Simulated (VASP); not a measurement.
# BaS (P6_3/mmc) in VASP: notebook

BaS is run at these levels: PBE, r2SCAN; tasks: single point.

Everything below comes from runs of VASP 6.6.1. Logs are shortened: lines on timing, memory, paths and dates and some standing lists are left out, and cuts for length are marked.

### Step 1. The cell of the first run

The structure is hexagonal, space group P6_3/mmc (No. 194). The conventional cell has a = 5.199 Å, b = 5.199 Å, c = 6.383 Å, α = 90.00°, β = 90.00°, γ = 120.00°. Ba (site symmetry -6m2) has 5 S at 3.00 to 3.19 Å within 4.0 Å. S (site symmetry -6m2) has 5 Ba at 3.00 to 3.19 Å within 4.0 Å.

### Step 2. Single point, PBE (biaxial xy strain -3.4%)

INCAR

```
SYSTEM = BaS
  PREC = Accurate
  ENCUT = 520
  EDIFF = 1E-6
  ISMEAR = -1
  SIGMA = 0.02
  LREAL = .FALSE.
  LASPH = .TRUE.
  NELM = 60
  ALGO = Normal
  ISIF = 2
  LWAVE = .FALSE.
  LCHARG = .FALSE.
  GGA = PE
  NBANDS = 24
```

KPOINTS

```
regular mesh
0
G
  6 6 4
  0 0 0
```

POSCAR

```
BaS
1.0
    5.1994111614      0.0000000000      0.0000000000
   -2.5997055807      4.5028221505      0.0000000000
    0.0000000000      0.0000000000      6.3833234887
Ba S
2 2
Direct
    0.3333333333      0.6666666667     -0.0625000000
    0.6666666667      0.3333333333      0.4375000000
    0.3333333333      0.6666666667      0.4375000000
    0.6666666667      0.3333333333      0.9375000000
```

Potentials or basis: VASP PAW PBE potentials, release 64 (Ba_sv, S).

The run is started by

```sh
$ cat potpaw_PBE.64/Ba_sv/POTCAR potpaw_PBE.64/S/POTCAR > POTCAR
$ mpirun -np 1 vasp_std > vasp.out
```

OUTCAR:

```text
SYSTEM = BaS
   PREC = Accurate
   ENCUT = 520
   EDIFF = 1E-6
   ISMEAR = -1
   LREAL = .FALSE.
   LASPH = .TRUE.
   NELM = 60
   ISIF = 2
   GGA = PE

 ion  position               nearest neighbor table
   1  0.333  0.667  0.938-   4 3.00   4 3.00   4 3.00   3 3.19   3 3.19   2 4.38   2 4.38   2 4.38
                             2 4.38   2 4.38   2 4.38
   2  0.667  0.333  0.438-   3 3.00   3 3.00   3 3.00   4 3.19   4 3.19   1 4.38   1 4.38   1 4.38
                             1 4.38   1 4.38   1 4.38
   3  0.333  0.667  0.438-   2 3.00   2 3.00   2 3.00   1 3.19   1 3.19
   4  0.667  0.333  0.938-   1 3.00   1 3.00   1 3.00   2 3.19   2 3.19

  LATTYP: Found a hexagonal cell.
 ALAT       =     5.1994111614
 C/A-ratio  =     1.2277012320

  Lattice vectors:

 A1 = (   5.1994111614,   0.0000000000,   0.0000000000)
 A2 = (  -2.5997055807,   4.5028221505,   0.0000000000)
 A3 = (   0.0000000000,   0.0000000000,   6.3833234887)

Analysis of symmetry for initial positions (statically):
=====================================================================
 Subroutine PRICEL returns:
 Original cell was already a primitive cell.

 Routine SETGRP: Setting up the symmetry group for a
 hexagonal supercell.

 Subroutine GETGRP returns: Found 24 space group operations
 (whereof  6 operations were pure point group operations)
 out of a pool of 24 trial point group operations.

The static configuration has the point symmetry C_3v.
 The point group associated with its full space group is D_6h.

Analysis of symmetry for dynamics (positions and initial velocities):
=====================================================================
 Subroutine PRICEL returns:
 Original cell was already a primitive cell.

 Routine SETGRP: Setting up the symmetry group for a
 hexagonal supercell.

 Subroutine GETGRP returns: Found 24 space group operations
 (whereof  6 operations were pure point group operations)
 out of a pool of 24 trial point group operations.

The dynamic configuration has the point symmetry C_3v.
 The point group associated with its full space group is D_6h.

 Subroutine INISYM returns: Found 24 space group operations
 (whereof  6 operations are pure point group operations),
 and found     1 'primitive' translations

----------------------------------------------------------------------------------------

[... 89 lines left out ...]
   LASPH  =      T    aspherical Exc in radial PAW
   ENCUT  =  520.0 eV  38.22 Ry    6.18 a.u.   9.67  9.67 11.87*2*pi/ulx,y,z
   NELM   =     60;   NELMIN=  2; NELMDL= -5     # of ELM steps
   EDIFF  = 0.1E-05   stopping-criterion for ELM
   LREAL  =      F    real-space projection
   EDIFFG = 0.1E-04   stopping-criterion for IOM
   NSW    =      0    number of steps for IOM
   IBRION =     -1    ionic relax: 0-MD 1-quasi-New 2-CG
   NFREE  =      0    steps in history (QN), initial steepest desc. (CG)
   ISIF   =      2    stress and relaxation
   ISYM   =      2    0-nonsym 1-usesym 2-fastsym
   POTIM  = 0.5000    time-step for ionic-motion
   TEBEG  =    0.0;   TEEND  =   0.0 temperature during run
   PSTRESS=    0.0 pullay stress
   NELECT =      32.0000    total number of electrons
   NUPDOWN=      -1.0000    fix difference up-down
   EMIN   =  10.00;   EMAX   =-10.00  energy-range for DOS
   EFERMI =   0.00;   METHOD = LEGACY
   ISMEAR =    -1;   SIGMA  =   0.02  broadening in eV -4-tet -1-fermi 0-gaus
   EFERMI_NEDOS =   21; number of points for ismear=-14 and -15
   IALGO  =     38    algorithm
   IMIX   =      4    mixing-type and parameters
     AMIX     =   0.40;   BMIX     =  1.00
     AMIX_MAG =   1.60;   BMIX_MAG =  1.00
  volume/ion in A,a.u.               =      37.36       252.13
  Fermi-wavevector in a.u.,A,eV,Ry     =   0.979406  1.850810 13.051207  0.959237
  Thomas-Fermi vector in A             =   2.110257
   LORBIT       =      0    0 simple, 1 ext, 2 COOP (PROOUT), +10 PAW based schemes
   GGA     = PE    functional components
   LHFCALC =     F    Hartree Fock is set to
   AEXX    =    0.0000 exact exchange contribution
   IVDW    =     0    specifies the selected vdW correction
   LEPSILON=     F    determine dielectric tensor
   LRPA    =     F    only Hartree local field effects (RPA)
 non-spin polarized calculation
  energy-cutoff  :      520.00
  volume of cell :      149.45
 maximum number of plane-waves:      4055
 NGX is ok and might be reduce to    40
   NGX = 19   NGY = 19   NGZ = 23

 number of electron      32.0000000 magnetization

 Free energy of the ion-electron system (eV)
  ---------------------------------------------------
  ext. energy  EPLUGINS =         0.00000000
  ---------------------------------------------------
  free energy    TOTEN  =       -19.84957335 eV

  energy without entropy =      -19.84957335  energy(sigma->0) =      -19.84957335

 E-fermi :   1.1376     XC(G=0):  -7.7998

 val. band max:        0.6921693245   @ k =   0.0000   0.0000   0.0000
 cond. band min:       3.1365284355   @ k =   0.3333   0.3333   0.0000
 fundamental gap:      2.4443591110
 Fermi energy:         1.1376208104

 k-point     1 :       0.0000    0.0000    0.0000
  band No.  band energies     occupation
      1     -25.2997      2.00000
      2     -25.2336      2.00000
      3     -10.8639      2.00000
      4     -10.6590      2.00000
      5     -10.6590      2.00000
      6     -10.4812      2.00000
[... 556 lines left out ...]
     23       7.2569      0.00000
     24       7.2569      0.00000

------------------------ aborting loop because EDIFF is reached ----------------------------------------

  FORCE on cell =-STRESS in cart. coord.  units (eV):
  Direction    XX          YY          ZZ          XY          YZ          ZX
  --------------------------------------------------------------------------------------
  -------------------------------------------------------------------------------------
  Total        3.6375317      3.6375317      1.4753522      0.0000000      0.0000000      0.0000000
  in kB       38.9970326     38.9970326     15.8168678      0.0000000      0.0000000      0.0000000
  external PRESSURE =      31.2703110 kB  Pullay stress =       0.0000000 kB

 VOLUME and BASIS-vectors are now :
 -----------------------------------------------------------------------------
  energy-cutoff  :      520.00
  volume of cell :      149.45
      direct lattice vectors                 reciprocal lattice vectors
     5.199411161  0.000000000  0.000000000     0.192329471  0.111041472  0.000000000
    -2.599705581  4.502822151  0.000000000     0.000000000  0.222082944  0.000000000
     0.000000000  0.000000000  6.383323489     0.000000000  0.000000000  0.156658205

 POSITION                                       TOTAL-FORCE (eV/Angst)
 -----------------------------------------------------------------------------------
     -0.00000      3.00188      5.98437         0.000000      0.000000     -0.000000
      2.59971      1.50094      2.79270        -0.000000     -0.000000     -0.000000
     -0.00000      3.00188      2.79270         0.000000     -0.000000      0.000000
      2.59971      1.50094      5.98437        -0.000000      0.000000      0.000000
 -----------------------------------------------------------------------------------
    total drift:                               -0.000000      0.000000      0.000000

  FREE ENERGIE OF THE ION-ELECTRON SYSTEM (eV)
  ---------------------------------------------------
  free  energy   TOTEN  =       -19.8495733498 eV

  energy  without entropy=      -19.8495733498  energy(sigma->0) =      -19.84957335
```

Run time: 75 s. Hardware: 1 thread of Intel Xeon Platinum 8259CL at 2.50GHz (Skylake/Cascade Lake), shared host; peak memory 0.28 GiB.

What came out:

```
Free energy            : -19.8496 eV
Pressure               : 3.1 GPa
Band gap on the k mesh : 2.44 eV, indirect (least direct gap 2.45 eV)
```

Levels at points of the mesh, in eV from the valence-band top:
```tsv
k point	band 12	band 13	band 14	band 15	band 16	band 17	band 18	band 19	band 20	band 21
(0.00, 0.00, 0.00)	-1.01	-0.89	-0.89	-0.39	0.00	3.00	3.83	3.83	4.76	5.79
(0.50, 0.00, 0.00)	-0.85	-0.43	-0.39	-0.35	-0.24	3.17	3.53	3.61	5.28	5.31
(0.00, 0.00, 0.50)	-1.21	-1.04	-1.04	-1.04	-1.04	4.04	4.04	5.61	5.61	5.61
(0.50, 0.00, 0.50)	-1.54	-0.86	-0.86	-0.40	-0.40	3.98	3.98	5.03	5.03	5.79
```

Caveat: the cell differs from its parent crystal (biaxial xy strain -3.4%); spin-orbit coupling is left out, which moves the levels of the heavy elements.

[end of part 1 of 2]
